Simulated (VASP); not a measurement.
A run of VASP 6.6.1 is set up as follows.

The input INCAR:

```
SYSTEM = Fe
ALGO = Normal ; EDIFF = 1E-6
ENCUT = 520 ; GGA = PS
ISIF = 2 ; ISMEAR = -1
ISPIN = 2 ; LASPH = .TRUE.
LCHARG = .TRUE. ; LELF = .TRUE.
LMAXMIX = 4 ; LORBIT = 11
LREAL = .FALSE. ; LVHAR = .TRUE.
LWAVE = .FALSE. ; MAGMOM = 2.5
NBANDS = 14 ; NELM = 150
PREC = Accurate ; SIGMA = 0.1
```

KPOINTS

```
k-points
0
G
  22 22 22
  0 0 0
```

File POSCAR:

```
Fe
1.0
   -1.3940650116      1.3940650116      1.3940650116
    1.3940650116     -1.3940650116      1.3940650116
    1.3940650116      1.3940650116     -1.3940650116
Fe
1
Direct
    0.0000000000      0.0000000000      0.0000000000
```

Potentials or basis: VASP PAW PBE potentials, release 64 (Fe).

Launch:

```bash
$ cat potpaw_PBE.64/Fe/POTCAR > POTCAR
$ mpirun -np 1 vasp_std > vasp.out
```

Problem. Estimate the pressure.

Solution. -0.1 GPa.

Problem. Estimate the site moments.

Solution. Fe +2.09 μB.

Problem. Estimate the net moment.

Solution. 2.11 μB per cell.

Caveat: the PAW data sets were made with another functional, which shifts forces and pressure a little.
